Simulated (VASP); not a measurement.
Here is a VASP 6.6.1 calculation.

Contents of POSCAR:

```
SiC
1.0
    0.0000000000      2.1780523510      2.1344913040
    2.1780523510      0.0000000000      2.1344913040
    2.1780523510      2.1780523510      0.0000000000
Si C
1 1
Direct
    0.0000000000      0.0000000000      0.0000000000
    0.2500000000      0.2500000000      0.2500000000
```

File INCAR.step1:

```
  PREC = Accurate
  ENCUT = 500
  EDIFF = 1E-8
  ISMEAR = 0
  SIGMA = 0.01
  LREAL = F
  LASPH = T
  NELM = 100
  ALGO = Normal
  LWAVE = T
  LCHARG = F
  GGA = PE
```

Contents of INCAR.step2:

```
  PREC = Accurate
  ENCUT = 500
  EDIFF = 1E-8
  ISMEAR = 0
  SIGMA = 0.01
  LREAL = F
  LASPH = T
  NELM = 1
  ALGO = Exact
  LWAVE = T
  LCHARG = F
  GGA = PE
  NBANDS = 88
  LOPTICS = T
  ISTART = 1
```

Contents of INCAR.step3:

```
  PREC = Accurate
  ENCUT = 500
  EDIFF = 1E-8
  ISMEAR = 0
  SIGMA = 0.01
  LREAL = F
  LASPH = T
  ALGO = EVGW0
  LWAVE = F
  LCHARG = F
  GGA = PE
  NELMGW = 1
  NBANDS = 88
  ENCUTGW = 150.0
  NOMEGA = 96
  PRECFOCK = Fast
  ISTART = 1
  NBANDSGW = 12
  OMEGAMAX = 20
```

Contents of KPOINTS:

```
Automatic mesh
0
Gamma
  6 6 6
```

Potentials or basis: VASP PAW PBE potentials, release 64 (Si_GW, C_GW).

Launch:

```bash
$ cat potpaw_PBE.64/Si_GW/POTCAR potpaw_PBE.64/C_GW/POTCAR > POTCAR
$ cp INCAR.step1 INCAR
$ mpirun -np 1 vasp_std > vasp.out
$ cp INCAR.step2 INCAR
$ mpirun -np 1 vasp_std > vasp.out
$ cp INCAR.step3 INCAR
$ mpirun -np 1 vasp_std > vasp.out
```

Task: Estimate the quasiparticle gap.

Result: 1.92 eV.

Task: Predict the least direct quasiparticle gap.

Result: 5.58 eV.

Task: Predict the band gap of the starting levels on the mesh.

Result: 1.12 eV.

Caveat: the k points lie up to 0.42 Å⁻¹ apart; bands, screening cutoff and mesh are small and nothing is extrapolated, so the quasiparticle values aren't converged.
